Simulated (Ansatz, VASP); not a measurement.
Two plane-wave programs on BP

File INCAR:

```
ALGO = Normal
EDIFF = 1E-6
ENCUT = 520
GGA = PE
ISIF = 2
ISMEAR = 0
LASPH = T
LCHARG = F
LREAL = F
LWAVE = F
NBANDS = 11
NELM = 60
PREC = Accurate
SIGMA = 0.05
```

File KPOINTS:

```
k-points
0
Gamma
  10 10 10
```

The input POSCAR:

```
BP
1.0
    0.0000000000      2.3597600000      2.0874800000
    2.3597600000      0.0000000000      2.0874800000
    2.3597600000      2.3597600000      0.0000000000
B P
1 1
Direct
    0.0000000000      0.0000000000      0.0000000000
    0.7500000000      0.7500000000      0.7500000000
```

Input for Ansatz:

```yaml
crystal:
  lattice:
    - [0.0, 2.35976, 2.08748]
    - [2.35976, 0.0, 2.08748]
    - [2.35976, 2.35976, 0.0]
  atoms:
    - { symbol: B, position: [0.0, 0.0, 0.0] }
    - { symbol: P, position: [0.75, 0.75, 0.75] }
basis:
  ecutwfc: 420
kpoints:
  mp_grid: { grid: [10, 10, 10] }
hamiltonian:
  xc: pbe
scf:
  occupations: { method: gaussian, width: 0.05 }
output:
  forces: true
  stress: true
  eigenvalues: true
```

Change from the starting cell: strain +0.040 along x and y, -0.080 along z, atoms carried along.

Alike in both runs: task single point; functional PBE; k mesh 10 × 10 × 10; occupations gaussian, width 0.05 eV; no spin polarisation.

|  | VASP | Ansatz |
| --- | --- | --- |
| version | VASP 6.6.1 | Ansatz 0.2.0 |
| potentials or method | VASP PAW PBE potentials, release 64 (B, P), cutoff 520 eV | scalar-relativistic, plane waves, PAW |
| valence electrons in the cell | 8 | 8 |

```tsv
	VASP	Ansatz	Ansatz less VASP
gap on the k mesh at the Fermi level (eV)	none	none	-
pressure (GPa)	1.3	1.6	+0.23
traceless stress, the component that is largest in VASP (GPa)	17.94	17.91	-0.028
```

A gap of «none» marks a metal or a gap that the smearing closes. The functional is the same, so the differences come from potentials, cutoffs and numerics.
